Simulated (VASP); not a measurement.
The system is Al15GaAs16.

```
Al Ga As
1.0
     0.00000   11.34651   11.34651
    11.34651    0.00000   11.34651
    11.34651   11.34651    0.00000
Al Ga As
60 4 64
Direct
  0.00211 0.99901 0.99931
  0.50070 0.99774 0.00037
  0.00078 0.50128 0.00125
  0.00173 0.99798 0.50036
  0.25151 0.25068 0.24877
  0.49836 0.50046 0.00155
  0.49781 0.99714 0.50433
  0.74948 0.24906 0.25064
  0.00003 0.50102 0.49920
  0.24899 0.75026 0.24952
  0.25124 0.24687 0.75102
  0.50000 0.50105 0.50027
  0.75192 0.75032 0.25076
  0.74986 0.24987 0.74993
  0.74753 0.75029 0.75257
  0.99972 0.00123 0.24767
  0.25246 0.25007 0.99817
  0.50154 0.00096 0.24840
  0.74947 0.24868 0.00157
  0.99890 0.49885 0.25154
  0.25077 0.75038 0.00138
  0.00167 0.99781 0.75241
  0.24944 0.25064 0.50070
  0.50006 0.50146 0.24976
  0.74820 0.74883 0.00093
  0.50178 0.00119 0.74710
  0.75038 0.24840 0.50089
  0.25170 0.75076 0.49906
  0.49870 0.50072 0.74964
  0.75003 0.75173 0.49562
  0.99914 0.25057 0.99945
  0.25047 0.00015 0.25031
  0.50324 0.24768 0.99986
  0.75180 0.99858 0.24878
  0.00169 0.75351 0.99814
  0.99891 0.24910 0.50097
  0.24946 0.49838 0.25211
  0.49888 0.74993 0.00076
  0.25201 0.99905 0.75242
  0.49931 0.24763 0.49968
  0.75181 0.50362 0.24677
  0.74898 0.00038 0.74891
  0.99953 0.75115 0.49983
  0.25025 0.49880 0.75205
  0.50154 0.75096 0.49900
  0.75015 0.50006 0.74971
  0.25137 0.99900 0.99981
  0.74894 0.00441 0.99801
  0.24901 0.49785 0.00184
  0.25006 0.00280 0.49790
  0.74801 0.50092 0.00083
  0.75014 0.99959 0.50078
  0.00087 0.74700 0.25034
  0.99838 0.24864 0.75261
  0.25119 0.50004 0.50012
  0.50150 0.74894 0.24971
  0.49873 0.25266 0.74831
  0.74862 0.49922 0.50234
  0.00247 0.74816 0.75091
  0.50014 0.74735 0.75407
  0.24982 0.74833 0.75203
  0.99918 0.50099 0.74920
  0.00148 0.24965 0.24932
  0.49839 0.24624 0.25342
  0.06237 0.06119 0.06236
  0.56155 0.06359 0.06169
  0.06181 0.55973 0.06325
  0.06275 0.06175 0.56148
  0.31324 0.31346 0.31242
  0.56110 0.56470 0.06195
  0.56080 0.06388 0.56202
  0.81222 0.31131 0.31339
  0.06351 0.56058 0.56377
  0.31244 0.81229 0.31367
  0.31358 0.31401 0.80822
  0.56147 0.56272 0.56295
  0.81356 0.81128 0.31342
  0.81358 0.31301 0.81145
  0.31312 0.81346 0.81136
  0.81198 0.81084 0.81149
  0.06252 0.06489 0.31036
  0.31106 0.30992 0.06281
  0.56239 0.06123 0.31476
  0.81412 0.31338 0.06054
  0.06181 0.56166 0.31571
  0.31282 0.81108 0.06321
  0.06128 0.06432 0.81358
  0.31129 0.31042 0.56414
  0.56211 0.56356 0.30870
  0.81373 0.81461 0.06115
  0.56087 0.06434 0.81309
  0.81350 0.31419 0.55990
  0.06291 0.56224 0.81281
  0.31435 0.81455 0.56066
  0.56493 0.56084 0.81103
  0.81086 0.81290 0.56043
  0.06521 0.31080 0.06160
  0.30940 0.06714 0.31102
  0.56060 0.31490 0.06156
  0.81307 0.06159 0.31253
  0.06430 0.81272 0.06084
  0.06619 0.30951 0.56221
  0.31285 0.56405 0.31028
  0.56068 0.81383 0.06364
  0.31308 0.06274 0.81156
  0.56488 0.31163 0.56061
  0.81407 0.56110 0.31147
  0.81406 0.06167 0.81209
  0.06250 0.81251 0.56322
  0.31083 0.56126 0.81603
  0.56229 0.81435 0.56152
  0.81205 0.56289 0.81145
  0.31179 0.06416 0.06245
  0.81311 0.06171 0.06291
  0.06043 0.31179 0.31328
  0.31442 0.56077 0.06246
  0.31197 0.06239 0.56301
  0.56246 0.31292 0.31230
  0.81372 0.56305 0.06129
  0.81258 0.06446 0.55920
  0.06183 0.81592 0.31181
  0.06012 0.31073 0.81524
  0.31258 0.56516 0.56165
  0.56027 0.81445 0.31194
  0.56266 0.30907 0.81473
  0.81306 0.56017 0.56467
  0.05997 0.81263 0.81319
  0.56466 0.81131 0.81053
```

- Program: VASP 6.6.1
- Task: relaxation of volume and atoms at fixed shape
- Functional: PBEsol
- Potentials or basis: VASP PAW PBE potentials, release 64 (Al, Ga_d, As)
- Cutoff: 600 eV
- k mesh: 1 × 1 × 1, shifted
- Occupations: fermi-dirac, width 0.05 eV
- Spin: no spin polarisation

At the start: pressure 0.4 GPa; volume 22.82 Å³/atom.

How do energy, volume and symmetry change on relaxing?

Over 10 steps the energy falls by 6.3 meV/atom and the volume is 22.91 Å³/atom (+0.4 %); space group P1 (No. 1, to 0.1 Å) before and after.

Step by step:
| step | energy change (eV) | largest force (eV/Å) | pressure (GPa) | volume (Å³) |
| --- | --- | --- | --- | --- |
| 1 | 0.0000 | 0.9664 | 0.37 | 2921.57 |
| 2 | -0.7042 | 0.2134 | -0.26 | 2944.11 |
| 3 | -0.7225 | 0.1764 | -0.37 | 2948.42 |
| 4 | -0.7686 | 0.1069 | 0.16 | 2926.89 |
| 5 | -0.7686 | 0.1076 | 0.14 | 2927.51 |
| 6 | -0.7868 | 0.0737 | 0.05 | 2930.92 |
| 7 | -0.7926 | 0.0814 | -0.03 | 2934.19 |
| 8 | -0.8007 | 0.0419 | -0.01 | 2933.73 |
| 9 | -0.8037 | 0.0487 | 0.00 | 2933.24 |
| 10 | -0.8078 | 0.0274 | 0.01 | 2932.92 |

Final structure:
```
Al Ga As
1.0
     0.00000   11.36118   11.36118
    11.36118    0.00000   11.36118
    11.36118   11.36118    0.00000
Al Ga As
60 4 64
Direct
  0.00016 0.99965 0.00028
  0.50027 0.00019 0.99951
  0.00012 0.49979 0.00022
  0.00013 0.99973 0.49980
  0.24980 0.25039 0.24970
  0.49985 0.49931 0.00064
  0.49959 0.99940 0.50078
  0.74978 0.25015 0.24987
  0.00020 0.49938 0.50090
  0.24961 0.75036 0.25057
  0.24962 0.24984 0.75002
  0.50047 0.50027 0.49932
  0.75029 0.75038 0.24920
  0.75010 0.24977 0.74966
  0.75017 0.74981 0.74978
  0.99998 0.00050 0.24951
  0.25062 0.24989 0.99905
  0.50002 0.00043 0.24969
  0.74981 0.24998 0.00042
  0.99936 0.49979 0.25086
  0.25058 0.74930 0.00006
  0.00065 0.99945 0.74999
  0.24998 0.25000 0.50024
  0.49979 0.50022 0.24965
  0.75033 0.75043 0.99950
  0.50069 0.00013 0.74950
  0.75066 0.24988 0.49912
  0.25029 0.75044 0.50023
  0.49956 0.49988 0.75013
  0.75032 0.74967 0.49962
  0.99960 0.25037 0.00019
  0.25001 0.00069 0.24976
  0.50031 0.24991 0.99991
  0.75022 0.99970 0.24989
  0.00032 0.74986 0.00014
  0.99984 0.24952 0.50023
  0.25028 0.49969 0.25065
  0.50003 0.75043 0.99989
  0.25034 0.99927 0.75066
  0.49978 0.25011 0.49956
  0.75058 0.50031 0.24928
  0.75041 0.00000 0.74933
  0.00001 0.74980 0.50028
  0.25005 0.50052 0.74953
  0.50013 0.75011 0.49988
  0.75021 0.49948 0.75009
  0.25035 0.99971 0.00005
  0.75023 0.00055 0.99919
  0.24942 0.49978 0.00076
  0.24988 0.00050 0.49985
  0.75005 0.50016 0.00000
  0.75021 0.99982 0.49955
  0.00078 0.74916 0.25031
  0.99959 0.24980 0.75045
  0.25007 0.50027 0.50058
  0.50014 0.75013 0.24998
  0.50043 0.25037 0.74876
  0.74956 0.50016 0.50013
  0.00001 0.74974 0.74998
  0.50023 0.74891 0.75060
  0.25033 0.74972 0.75008
  0.00008 0.49998 0.74991
  0.00024 0.24997 0.24954
  0.50016 0.24901 0.25061
  0.06280 0.06274 0.06204
  0.56280 0.06246 0.06221
  0.06206 0.56243 0.06330
  0.06253 0.06208 0.56251
  0.31274 0.31218 0.31270
  0.56233 0.56279 0.06215
  0.56265 0.06257 0.56205
  0.81286 0.31274 0.31165
  0.06270 0.56241 0.56276
  0.31249 0.81306 0.31263
  0.31278 0.31281 0.81151
  0.56206 0.56271 0.56264
  0.81319 0.81205 0.31204
  0.81213 0.31203 0.81288
  0.31286 0.81182 0.81274
  0.81244 0.81264 0.81218
  0.06258 0.06267 0.31223
  0.31275 0.31228 0.06208
  0.56262 0.06176 0.31317
  0.81224 0.31271 0.06264
  0.06275 0.56158 0.31340
  0.31247 0.81225 0.06287
  0.06279 0.06215 0.81278
  0.31232 0.31279 0.56260
  0.56302 0.56245 0.31190
  0.81287 0.81311 0.06170
  0.56300 0.06281 0.81196
  0.81237 0.31257 0.56219
  0.06256 0.56219 0.81260
  0.31266 0.81297 0.56265
  0.56256 0.56148 0.81304
  0.81263 0.81230 0.56224
  0.06302 0.31235 0.06220
  0.31257 0.06288 0.31236
  0.56243 0.31199 0.06321
  0.81250 0.06275 0.31206
  0.06312 0.81194 0.06273
  0.06237 0.31201 0.56286
  0.31223 0.56282 0.31302
  0.56289 0.81264 0.06239
  0.31309 0.06211 0.81262
  0.56304 0.31283 0.56121
  0.81197 0.56299 0.31260
  0.81306 0.06225 0.81180
  0.06283 0.81213 0.56251
  0.31207 0.56247 0.81314
  0.56284 0.81172 0.56293
  0.81271 0.56235 0.81235
  0.31285 0.06246 0.06225
  0.81257 0.06250 0.06238
  0.06210 0.31237 0.31276
  0.31242 0.56191 0.06315
  0.31214 0.06243 0.56312
  0.56228 0.31266 0.31219
  0.81278 0.56303 0.06196
  0.81272 0.06236 0.56200
  0.06225 0.81276 0.31283
  0.06207 0.31263 0.81264
  0.31306 0.56306 0.56216
  0.56270 0.81282 0.31233
  0.56254 0.31231 0.81228
  0.81274 0.56210 0.56257
  0.06292 0.81186 0.81268
  0.56252 0.81246 0.81231
```

Caveat: the PAW data sets were made with another functional, which shifts forces and pressure a little.
